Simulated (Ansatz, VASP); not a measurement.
# Two plane-wave programs on Gd

INCAR

```
  PREC = Accurate
  ENCUT = 520
  EDIFF = 1E-6
  ISMEAR = -1
  SIGMA = 0.05
  LREAL = False
  LASPH = True
  NELM = 150
  ALGO = Normal
  ISIF = 2
  LWAVE = False
  LCHARG = False
  ISPIN = 2
  MAGMOM = 7.214 7.214
  LORBIT = 11
  LMAXMIX = 6
  GGA = CA
  NBANDS = 29
```

File KPOINTS:

```
Automatic mesh
0
Gamma
  4 4 2
```

The input POSCAR:

```
Gd
1.0
    3.4841536640      0.0000000000      0.0000000000
   -1.7420768320      3.0173655837      0.0000000000
    0.0000000000      0.0000000000      5.5867162136
Gd
2
Direct
    0.3333333333      0.6666666667      0.2500000000
    0.6666666667      0.3333333333      0.7500000000
```

Input for Ansatz:

```yaml
crystal:
  lattice:
    - [3.484153664, 0.0, 0.0]
    - [-1.742076832, 3.0173655837, 0.0]
    - [0.0, 0.0, 5.5867162136]
  atoms:
    - { symbol: Gd, position: [0.3333333333, 0.6666666667, 0.25], spin: 7.214 }
    - { symbol: Gd, position: [0.6666666667, 0.3333333333, 0.75], spin: 7.214 }
hamiltonian:
  xc: lda
  pseudopotentials:
    kind: paw
    azcp:
      Gd: "pseudopotentials/Gd.paw.azcp"
basis:
  ecutwfc: 420
  fft_grid_basis: typed
kpoints:
  mp_grid: { grid: [4, 4, 2], shift: [0, 0, 0] }
magnetization:
  spin_polarized: true
scf:
  occupations: { method: fermi_dirac, width: 0.05 }
  lower_state_search: "off"
output:
  stress: true
```

Alike in both runs: task single point; functional LDA; k mesh 4 × 4 × 2; occupations fermi-dirac, width 0.05 eV; collinear spin.

|  | VASP | Ansatz |
| --- | --- | --- |
| version | VASP 6.6.1 | Ansatz 0.2.0 |
| potentials or method | VASP PAW PBE potentials, release 64 (Gd), cutoff 520 eV | plane waves (420 eV) with PAW, scalar-relativistic |
| valence electrons in the cell | 36 | 36 |

Ansatz gave:

* pressure (GPa): 0.5
* traceless stress, the component that is largest in VASP (GPa): 0.33
* net moment per atom (μB): 7.66
* size of the moment on the site where the two differ most (μB): 7.36

**Question.** Which values does VASP return?

**Answer.** Pressure (GPa): 0.6; traceless stress, the component that is largest in VASP (GPa): 0.50; net moment per atom (μB): 7.53; size of the moment on the site where the two differ most (μB): 6.97.

The net moments are unlike, so the other rows may belong to different states. VASP's potentials were made for PBE, not for LDA, and Ansatz warns of the same on its side. LDA's correlation is that of Perdew and Zunger in VASP and of Perdew and Wang (1992) in Ansatz. Site moments also hang on the region over which each program counts them.

The k mesh is coarse, so the values compare programs but aren't converged. Spin-orbit coupling is off throughout.
